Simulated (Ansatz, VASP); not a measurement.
Y: VASP beside Ansatz

The input INCAR:

```
PREC = Accurate
ENCUT = 520
EDIFF = 1E-6
ISMEAR = 1
SIGMA = 0.15
LREAL = False
LASPH = True
NELM = 60
ALGO = Normal
ISIF = 2
LWAVE = False
LCHARG = True
GGA = PS
LELF = True
LVHAR = True
NBANDS = 12
```

KPOINTS

```
Automatic mesh
0
Gamma
  10 10 10
```

Contents of POSCAR:

```
Y
1.0
    0.0000000000      2.4627118039      2.4627118039
    2.4627118039      0.0000000000      2.4627118039
    2.4627118039      2.4627118039      0.0000000000
Y
1
Direct
    0.0000000000      0.0000000000      0.0000000000
```

Input for Ansatz:

```yaml
crystal:
  lattice:
    - [0.0, 2.462711803862079, 2.462711803862079]
    - [2.462711803862079, 0.0, 2.462711803862079]
    - [2.462711803862079, 2.462711803862079, 0.0]
  atoms:
    - { symbol: "Y", position: [0.0, 0.0, 0.0] }
basis:
  ecutwfc: 476.19925930478996
kpoints:
  mp_grid:
    grid: [10, 10, 10]
hamiltonian:
  xc: pbesol
scf:
  convergence:
    dr2_threshold: 1.0e-10
  occupations:
    method: cold
    width: 0.15
output:
  stress: true
```

Alike in both runs: task single point; functional PBEsol; k mesh 10 × 10 × 10; no spin polarisation.

|  | VASP | Ansatz |
| --- | --- | --- |
| version | VASP 6.6.1 | Ansatz 0.2.0 |
| potentials or method | VASP PAW PBE potentials, release 64 (Y_sv), cutoff 520 eV | plane waves, PAW |
| occupations | methfessel-paxton of order 1, width 0.15 eV | cold, width 0.15 eV |
| valence electrons in the cell | 11 | 11 |

Ansatz gave:

| Property | Result |
| --- | --- |
| pressure (GPa) | 1.2 |

Task: Estimate VASP's values.

Result: Pressure (GPa): 1.0.

VASP's potentials were made for PBE, not for PBEsol.
